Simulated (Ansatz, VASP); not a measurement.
**One calculation of Sb, two programs**

```
Sb
1.0
    -0.02305    2.30500    2.30500
     2.30500   -0.02305    2.30500
     2.28195    2.28195    0.00000
Sb
1
Direct
  0.00000 0.00000 0.00000
```

Alike in both runs: task electric field gradients; functional PBE; k mesh 12 × 12 × 12; occupations fermi-dirac, width 0.05 eV; no spin polarisation.

|  | VASP | Ansatz |
| --- | --- | --- |
| version | VASP 6.6.1 | Ansatz 0.2.0 |
| potentials or method | VASP PAW PBE potentials, release 64 (Sb) | PAW with Ansatz's default frozen-core files, scalar-relativistic |
| plane-wave cutoff (eV) | 400 | 420 |
| valence electrons in the cell | 5 | 15 |

Ansatz gave:

| Item | Value |
| --- | --- |
| gap on the k mesh at the Fermi level (eV) | none |
| pressure (GPa) | 8.8 |
| traceless stress, the component that is largest in VASP (GPa) | 0.26 |

Q: Which values does VASP return?

A: gap on the k mesh at the Fermi level (eV): none; pressure (GPa): 8.7; traceless stress, the component that is largest in VASP (GPa): 0.26.

A gap of «none» marks a metal or a gap that the smearing closes. VASP's potentials hold 5 valence electrons a cell and Ansatz's 15, so a difference there can come from the potentials and not from the codes.

Neither program's run includes spin-orbit coupling.
